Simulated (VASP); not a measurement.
Input of a VASP 6.6.1 run:

Contents of INCAR:

```
PREC = Accurate
ENCUT = 600
EDIFF = 1E-6
ISMEAR = -1
SIGMA = 0.02
LREAL = False
LASPH = True
NELM = 60
ALGO = Normal
ISIF = 3
LWAVE = False
LCHARG = False
GGA = PE
IBRION = 2
NSW = 80
EDIFFG = -0.005
```

The input KPOINTS:

```
regular mesh
0
Gamma
  6 6 6
```

Contents of POSCAR:

```
SrTiO3
1.0
   -2.7611648150      2.7611648150      3.9226321293
    2.7611648150     -2.7611648150      3.9226321293
    2.7611648150      2.7611648150     -3.9226321293
Sr Ti O
2 2 6
Direct
    0.7500000000      0.2500000000      0.5000000000
    0.2500000000      0.7500000000      0.5000000000
    0.0000000000      0.0000000000      0.0000000000
    0.5000000000      0.5000000000      0.0000000000
    0.7709574500      0.2709574500      0.0419149000
    0.2709574500      0.2290425500      0.5000000000
    0.7290425500      0.7709574500      0.5000000000
    0.2290425500      0.7290425500      0.9580851000
    0.7500000000      0.7500000000      0.0000000000
    0.2500000000      0.2500000000      0.0000000000
```

Potentials or basis: VASP PAW PBE potentials, release 64 (Sr_sv, Ti_sv, O).

Run with:

```bash
$ cat potpaw_PBE.64/Sr_sv/POTCAR potpaw_PBE.64/Ti_sv/POTCAR potpaw_PBE.64/O/POTCAR > POTCAR
$ mpirun -np 1 vasp_std > vasp.out
```

Problem. Predict the space group after relaxing (to 0.1 Å).

Solution. I4/mcm (No. 140).

Problem. Predict the relaxed cell.

Solution. a = 5.574 Å, b = 5.574 Å, c = 5.574 Å, α = 120.15°, β = 120.15°, γ = 89.74°.

Problem. Predict the band gap on the k mesh.

Solution. 1.89 eV.

Step by step:
| step | energy change (eV) | largest force (eV/Å) | pressure (GPa) | volume (Å³) |
| --- | --- | --- | --- | --- |
| 1 | 0.0000 | 0.0104 | 3.63 | 119.63 |
| 2 | -0.0074 | 0.0115 | -2.95 | 124.37 |
| 3 | -0.0283 | 0.0018 | -0.03 | 122.15 |

A k mesh can miss the band edges.
